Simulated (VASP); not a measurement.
Here is a VASP 6.6.1 calculation.

Contents of INCAR:

```
PREC     = Accurate       # precision mode
ENCUT    = 600            # plane-wave cutoff, eV
EDIFF    = 1E-7           # SCF threshold, eV
ISMEAR   = 0              # smearing method
SIGMA    = 0.02           # smearing width, eV
LREAL    = False          # projectors in reciprocal space
LASPH    = True           # aspherical terms in the spheres
NELM     = 80             # most SCF steps
ALGO     = Normal         # electronic algorithm
ISIF     = 3              # what is computed and relaxed
LWAVE    = False          # write WAVECAR
LCHARG   = False          # write CHGCAR
GGA      = PE             # functional
IBRION   = 2              # ionic algorithm
NSW      = 100            # ionic steps
EDIFFG   = -0.01          # ionic threshold
```

Contents of KPOINTS:

```
regular mesh
0
Gamma
  4 6 6
```

POSCAR

```
HfO2
1.0
    5.2859410247      0.0000000000      0.0000000000
    0.0000000000      5.0675580054      0.0000000000
    0.0000000000      0.0000000000      5.0942922413
Hf O
4 8
Direct
    0.5329743894      0.2669766481      0.2413516161
    0.9670256106      0.2669766481      0.7413516161
    0.0329743894      0.7330233519      0.2413516161
    0.4670256106      0.7330233519      0.7413516161
    0.8669482342      0.0699573452      0.3802730996
    0.6330517658      0.0699573452      0.8802730996
    0.2326815112      0.4607514522      0.4913752943
    0.2673184888      0.4607514522      0.9913752943
    0.7673184888      0.5392485478      0.9913752943
    0.7326815112      0.5392485478      0.4913752943
    0.3669482342      0.9300426548      0.3802730996
    0.1330517658      0.9300426548      0.8802730996
```

Potentials or basis: VASP PAW PBE potentials, release 64 (Hf_pv, O).

The run is started by

```bash
$ cat potpaw_PBE.64/Hf_pv/POTCAR potpaw_PBE.64/O/POTCAR > POTCAR
$ mpirun -np 1 vasp_std > vasp.out
```

(1) What does it give for the space group after relaxing (to 0.1 Å)?

(2) Estimate the relaxed cell.

## Answers

(1) Pca2_1 (No. 29).

(2) a = 5.266 Å, b = 5.046 Å, c = 5.076 Å, α = 90.00°, β = 90.00°, γ = 90.00°.
